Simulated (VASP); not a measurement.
A run of VASP 6.6.1:

The input INCAR:

```
SYSTEM = Fe
ALGO = Normal
EDIFF = 1E-7
ENCUT = 520
GGA = PS
ISIF = 2
ISMEAR = -1
LASPH = .TRUE.
LCHARG = .FALSE.
LREAL = .FALSE.
LWAVE = .FALSE.
NBANDS = 24
NELM = 80
PREC = Accurate
SIGMA = 0.1
```

File KPOINTS:

```
k-points
0
G
  20 20 6
  0 0 0
```

Contents of POSCAR:

```
Fe
1.0
    2.4513221796      0.0000000000      0.0000000000
   -1.2256610898      2.1229072804      0.0000000000
    0.0000000000      0.0000000000      7.8907797093
Fe
4
Direct
    0.0000000000      1.0000000000      0.0000000000
    0.0000000000      1.0000000000      0.5000000000
    0.3333333333      0.6666666667      0.2500000000
    0.6666666667      0.3333333333      0.7500000000
```

Potentials or basis: VASP PAW PBE potentials, release 64 (Fe).

Run with:

```console
$ cat potpaw_PBE.64/Fe/POTCAR > POTCAR
$ mpirun -np 1 vasp_std > vasp.out
```

Hardware: 1 thread of Intel(R) Xeon(R) Platinum 8375C CPU @ 2.90GHz (Ice Lake), on a shared host.

Task: How long does it take, and how much memory?

Result: Wall time 2.5 min on 1 thread of Intel(R) Xeon(R) Platinum 8375C CPU @ 2.90GHz (Ice Lake), with other jobs on the host, peak memory 0.25 GiB. Counts: scf iterations 16, k points 176.
